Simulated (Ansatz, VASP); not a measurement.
# Two plane-wave programs on BeSe5

INCAR

```
ALGO = Normal
EDIFF = 1E-6
EDIFFG = -0.04
ENCUT = 600
GGA = PE
IBRION = 2
ISIF = 3
ISMEAR = 0
LASPH = True
LCHARG = False
LREAL = False
LWAVE = False
NELM = 100
NSW = 90
PREC = Accurate
SIGMA = 0.1
```

File KPOINTS:

```
k-points
0
Gamma
  4 4 4
```

File POSCAR:

```
BeSe5
1.0
    0.0000000000      4.2673061400      4.2673061400
    4.2673061400      0.0000000000      4.2673061400
    4.2673061400      4.2673061400      0.0000000000
Be Se
1 5
Direct
    0.2500000000      0.2500000000      0.2500000000
    0.3727328200      0.8757557300      0.8757557300
    0.8757557300      0.3727328200      0.8757557300
    0.8757557300      0.8757557300      0.3727328200
    0.8757557300      0.8757557300      0.8757557300
    0.5000000000      0.5000000000      0.5000000000
```

Input for Ansatz:

```yaml
crystal:
  lattice:
    - [0.0, 4.26730614, 4.26730614]
    - [4.26730614, 0.0, 4.26730614]
    - [4.26730614, 4.26730614, 0.0]
  atoms:
    - { symbol: Be, position: [0.25, 0.25, 0.25] }
    - { symbol: Se, position: [0.37273282, 0.87575573, 0.87575573] }
    - { symbol: Se, position: [0.87575573, 0.37273282, 0.87575573] }
    - { symbol: Se, position: [0.87575573, 0.87575573, 0.37273282] }
    - { symbol: Se, position: [0.87575573, 0.87575573, 0.87575573] }
    - { symbol: Se, position: [0.5, 0.5, 0.5] }
basis:
  ecutwfc: 420
kpoints:
  mp_grid: { grid: [4, 4, 4] }
hamiltonian:
  xc: pbe
scf:
  occupations: { method: gaussian, width: 0.1 }
  lower_state_search: "off"
output:
  forces: true
  stress: true
  eigenvalues: true
relax:
  adjacent_minimum: "off"
  f_tol: 0.04
  max_steps: 70
  cell: { stress_tol: 0.4 }
```

Change from the starting cell: species swapped into the Be5Fe type (F-43m, No. 216).

Alike in both runs: task relaxation of cell and atoms; functional PBE; k mesh 4 × 4 × 4; occupations gaussian, width 0.1 eV; no spin polarisation.

```csv
,VASP,Ansatz
version,VASP 6.6.1,Ansatz 0.2.0
potentials or method,"VASP PAW PBE potentials, release 64 (Be, Se), cutoff 600 eV","scalar-relativistic, plane waves, PAW"
valence electrons in the cell,32,82
```

Ansatz gave:

```
gap on the k mesh at the Fermi level, each at its own relaxed structure (eV) : none
relaxed volume (Å³/atom)                                                     : 21.56
relaxed cell length with the largest relative difference (Å)                 : 5.676
```

Problem. What did VASP give for the same quantities?

Solution. gap on the k mesh at the Fermi level, each at its own relaxed structure (eV): none; relaxed volume (Å³/atom): 21.57; relaxed cell length with the largest relative difference (Å): 5.678.

A gap of «none» marks a metal or a gap that the smearing closes. VASP's potentials hold 32 valence electrons a cell and Ansatz's 82, so a difference there can come from the potentials and not from the codes.

Noted on VASP's run: the volume moved by over 15 % at a fixed basis, so the end points are rough.
